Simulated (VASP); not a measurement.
Here is a VASP 6.6.1 calculation.

Contents of POSCAR:

```
BAs
1.0
    0.0000000000      2.3885000000      2.3885000000
    2.3885000000      0.0000000000      2.3885000000
    2.3885000000      2.3885000000      0.0000000000
B As
1 1
Direct
    0.0000000000      0.0000000000      0.0000000000
    0.2500000000      0.2500000000      0.2500000000
```

INCAR.step1

```
SYSTEM = BAs
PREC     = Accurate       ! precision mode
ENCUT    = 550            ! plane-wave cutoff, eV
ISMEAR   = 1              ! smearing method
SIGMA    = 0.1            ! smearing width, eV
LREAL    = .False.        ! projectors in reciprocal space
LASPH    = .True.         ! aspherical terms in the spheres
NELM     = 120            ! most SCF steps
NBANDS   = 11             ! bands
GGA      = PE             ! functional
ALGO     = Normal         ! electronic algorithm
EDIFF    = 1E-5           ! SCF threshold, eV
LWAVE    = .True.         ! write WAVECAR
LCHARG   = .False.        ! write CHGCAR
GGA_COMPAT= .False.
```

Contents of INCAR.step2:

```
SYSTEM = BAs
PREC     = Accurate       ! precision mode
ENCUT    = 550            ! plane-wave cutoff, eV
EDIFF    = 1E-6           ! SCF threshold, eV
ISMEAR   = 1              ! smearing method
SIGMA    = 0.1            ! smearing width, eV
LREAL    = .False.        ! projectors in reciprocal space
LASPH    = .True.         ! aspherical terms in the spheres
NELM     = 120            ! most SCF steps
ALGO     = Normal         ! electronic algorithm
ISIF     = 2              ! what is computed and relaxed
LWAVE    = .False.        ! write WAVECAR
LCHARG   = .False.        ! write CHGCAR
METAGGA  = R2SCAN         ! meta-GGA
LMIXTAU  = .True.       
NBANDS   = 11             ! bands
ISTART   = 1            
GGA_COMPAT= .False.
```

Contents of KPOINTS:

```
Automatic mesh
0
Gamma
  5 5 5
  0 0 0
```

Potentials or basis: VASP PAW PBE potentials, release 64 (B, As).

The run is started by

```bash
$ cat potpaw_PBE.64/B/POTCAR potpaw_PBE.64/As/POTCAR > POTCAR
$ cp INCAR.step1 INCAR
$ mpirun -np 1 vasp_std > vasp.out
$ cp INCAR.step2 INCAR
$ mpirun -np 1 vasp_std > vasp.out
```

Task: Predict the band gap on the k mesh.

Result: 1.36 eV, indirect (least direct gap 3.44 eV).

Task: Estimate the pressure.

Result: 1.0 GPa.

Caveat: the k points lie up to 0.46 Å⁻¹ apart; the PAW data sets were made with another functional, which shifts forces and pressure a little. r2SCAN opens gaps a little over a GGA but as a rule still falls short of measured ones.
